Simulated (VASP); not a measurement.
Input of a VASP 6.6.1 run:

INCAR

```
ALGO = Fast ; EDIFF = 1E-6
EDIFFG = -0.01 ; ENCUT = 600
GGA = PE ; IBRION = 2
ISIF = 3 ; ISMEAR = -1
ISPIN = 2 ; IVDW = 12
LASPH = True ; LCHARG = False
LMAXMIX = 4 ; LORBIT = 11
LREAL = False ; LWAVE = False
MAGMOM = 1 1 0 0.6 0 ; NELM = 150
NSW = 60 ; PREC = Accurate
SIGMA = 0.05
```

The input KPOINTS:

```
k-points
0
Gamma
  8 8 2
```

The input POSCAR:

```
NiMoIrPdW
1.0
    2.7661600000      0.0000000000      0.0000000000
   -1.3830800000      2.3955700000      0.0000000000
    0.0000000000      0.0000000000     11.0229200000
Ni Mo Pd Ir W
1 1 1 1 1
Direct
    0.3333300000      0.6666700000      0.5971200000
    0.0000000000      0.0000000000      0.4107400000
    0.6666700000      0.3333300000      0.7952000000
    0.6666700000      0.3333300000      0.1996000000
    0.3333300000      0.6666700000      0.9973400000
```

Potentials or basis: VASP PAW PBE potentials, release 64 (Ni, Mo_sv, Pd, Ir, W_sv).

The run is started by

```bash
$ cat potpaw_PBE.64/Ni/POTCAR potpaw_PBE.64/Mo_sv/POTCAR potpaw_PBE.64/Pd/POTCAR potpaw_PBE.64/Ir/POTCAR potpaw_PBE.64/W_sv/POTCAR > POTCAR
$ mpirun -np 1 vasp_std > vasp.out
```

(1) Predict the relaxed volume.

(2) Predict the space group after relaxing (to 0.1 Å).

## Answers

(1) 14.25 Å³/atom.

(2) P3m1 (No. 156).

Caveat: the moments typed at the start vanished in this run.
